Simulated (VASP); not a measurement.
A run of VASP 6.6.1 is set up as follows.

The input POSCAR:

```
Sb
1.0
    3.1224020000      0.0000000000      0.0000000000
    0.0000000000      4.3475180000      0.0000000000
   -0.0389150000      0.0000000000      4.4058520000
Sb
2
Direct
    0.9886110000      0.7500000000      0.7588340000
    0.0113890000      0.2500000000      0.2411660000
```

The input INCAR.step1:

```
PREC     = Accurate       # precision mode
ENCUT    = 520            # plane-wave cutoff, eV
ISMEAR   = 1              # smearing method
SIGMA    = 0.1            # smearing width, eV
LREAL    = F              # projectors in reciprocal space
LASPH    = T              # aspherical terms in the spheres
NELM     = 60             # most SCF steps
NBANDS   = 12             # bands
GGA      = PE             # functional
ALGO     = Normal         # electronic algorithm
EDIFF    = 1E-4           # SCF threshold, eV
LWAVE    = T              # write WAVECAR
LCHARG   = F              # write CHGCAR
```

Contents of INCAR.step2:

```
PREC     = Accurate       # precision mode
ENCUT    = 520            # plane-wave cutoff, eV
EDIFF    = 1E-7           # SCF threshold, eV
ISMEAR   = 1              # smearing method
SIGMA    = 0.1            # smearing width, eV
LREAL    = F              # projectors in reciprocal space
LASPH    = T              # aspherical terms in the spheres
NELM     = 60             # most SCF steps
ALGO     = Normal         # electronic algorithm
ISIF     = 2              # what is computed and relaxed
LWAVE    = F              # write WAVECAR
LCHARG   = T              # write CHGCAR
METAGGA  = R2SCAN         # meta-GGA
LMIXTAU  = T            
IVDW     = 13             # dispersion correction
VDW_S6   = 1.0          
VDW_S8   = 0.6018749    
VDW_A1   = 0.51559235   
VDW_A2   = 5.77342911   
LELF     = T              # ELF
LVHAR    = T            
NBANDS   = 12             # bands
ISTART   = 1
```

The input KPOINTS:

```
Automatic mesh
0
Gamma
  9 7 6
```

Potentials or basis: VASP PAW PBE potentials, release 64 (Sb).

Run with:

```bash
$ cat potpaw_PBE.64/Sb/POTCAR > POTCAR
$ cp INCAR.step1 INCAR
$ mpirun -np 1 vasp_std > vasp.out
$ cp INCAR.step2 INCAR
$ mpirun -np 1 vasp_std > vasp.out
```

Predict the dispersion energy per atom.

-0.171 eV.

Estimate the band gap on the k mesh.

zero (band 5 reaches 12.34 eV, above the bottom of band 6 at 3.60 eV).

Forces on the atoms (eV/Å):
```
Sb   0.042  0.000 -0.109
Sb  -0.042  0.000  0.109
```

Caveat: the PAW data sets were made with another functional, which shifts forces and pressure a little; spin-orbit coupling is left out, which moves the levels of the heavy elements.
